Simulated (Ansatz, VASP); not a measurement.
## Two plane-wave programs on BiTe

File INCAR:

```
SYSTEM = BiTe
PREC = Accurate ; ENCUT = 500
EDIFF = 1E-6 ; ISMEAR = 0
SIGMA = 0.1 ; LREAL = .False.
LASPH = .True. ; NELM = 120
ALGO = Normal ; ISIF = 2
LWAVE = .False. ; LCHARG = .False.
GGA = PE ; NBANDS = 18
GGA_COMPAT = .False.
```

Contents of KPOINTS:

```
Automatic mesh
0
Gamma
  6 6 6
  0 0 0
```

POSCAR

```
BiTe
1.0
    0.0000000000      3.2349999084      3.2349999084
    3.2349999084      0.0000000000      3.2349999084
    3.2349999084      3.2349999084      0.0000000000
Bi Te
1 1
Direct
    0.5000000000      0.5000000000      0.5000000000
    0.0000000000      0.0000000000      0.0000000000
```

Input for Ansatz:

```yaml
crystal:
  lattice:
    - [0.0, 3.2349999084, 3.2349999084]
    - [3.2349999084, 0.0, 3.2349999084]
    - [3.2349999084, 3.2349999084, 0.0]
  atoms:
    - { symbol: Bi, position: [0.5, 0.5, 0.5] }
    - { symbol: Te, position: [0.0, 0.0, 0.0] }
basis:
  ecutwfc: 420
kpoints:
  mp_grid: { grid: [6, 6, 6] }
hamiltonian:
  xc: pbe
scf:
  occupations: { method: gaussian, width: 0.1 }
output:
  forces: true
  stress: true
  eigenvalues: true
```

Alike in both runs: task single point; functional PBE; k mesh 6 × 6 × 6; occupations gaussian, width 0.1 eV; no spin polarisation.

```csv
,VASP,Ansatz
version,VASP 6.6.1,Ansatz 0.2.0
potentials or method,"VASP PAW PBE potentials, release 64 (Bi_d, Te), cutoff 500 eV","scalar-relativistic, plane waves, PAW"
valence electrons in the cell,21,31
```

|  | VASP | Ansatz | Ansatz less VASP |
| --- | --- | --- | --- |
| gap on the k mesh at the Fermi level (eV) | none | none | - |
| pressure (GPa) | 0.9 | 0.9 | +0.06 |

A gap of «none» marks a metal or a gap that the smearing closes. With one functional, cell and mesh, what is left measures potentials, basis and numerics. VASP's potentials hold 21 valence electrons a cell and Ansatz's 31, so a difference there can come from the potentials and not from the codes.

Neither program's run includes spin-orbit coupling.
